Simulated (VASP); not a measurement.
Set up this calculation in VASP 6.6.1, as the native input.

| Item | Value |
| --- | --- |
| Task | single point |
| Functional | PBEsol |
| Potentials or basis | VASP PAW PBE potentials, release 64 (Ba_sv, Te) |
| Cutoff | 520 eV |
| k mesh | 6 × 6 × 8 |
| Occupations | gaussian, width 0.05 eV |
| Spin | no spin polarisation |
| Dipole correction | no |
| Further INCAR settings | ALGO = Normal; EDIFF = 1e-07; NBANDS = 24 |

The structure of BaTe lies in POSCAR:

```
BaTe
1.0
    5.8045281014      0.0000000000      0.0000000000
    0.0000000000      5.8045281014      0.0000000000
    0.0000000000      0.0000000000      4.1052736546
Ba Te
2 2
Direct
    0.5000000000      0.0000000000      0.5000000000
    0.0000000000      0.5000000000      0.5000000000
    0.0000000000      0.0000000000      0.0000000000
    0.5000000000      0.5000000000      0.0000000000
```

This cell differs from its parent crystal: volume scaled by 0.960.

The input as run:

INCAR

```
PREC = Accurate
ENCUT = 520
EDIFF = 1E-7
ISMEAR = 0
SIGMA = 0.05
LREAL = False
LASPH = True
NELM = 80
ALGO = Normal
ISIF = 2
LWAVE = False
LCHARG = False
GGA = PS
NBANDS = 24
```

KPOINTS

```
Automatic mesh
0
Gamma
  6 6 8
```

Potentials or basis: VASP PAW PBE potentials, release 64 (Ba_sv, Te).

Run with:

```console
$ cat potpaw_PBE.64/Ba_sv/POTCAR potpaw_PBE.64/Te/POTCAR > POTCAR
$ mpirun -np 1 vasp_std > vasp.out
```

Results of the run:

```yaml
Pressure: 2.3 GPa
Band_gap_on_the_k_mesh: 0.40 eV
```

Caveat: the PAW data sets were made with another functional, which shifts forces and pressure a little; spin-orbit coupling is left out, which moves the levels of the heavy elements.

It took 4.3 min on 1 thread of Oxide Virtual Turin-like Processor (shared host), peak memory 0.31 GiB.
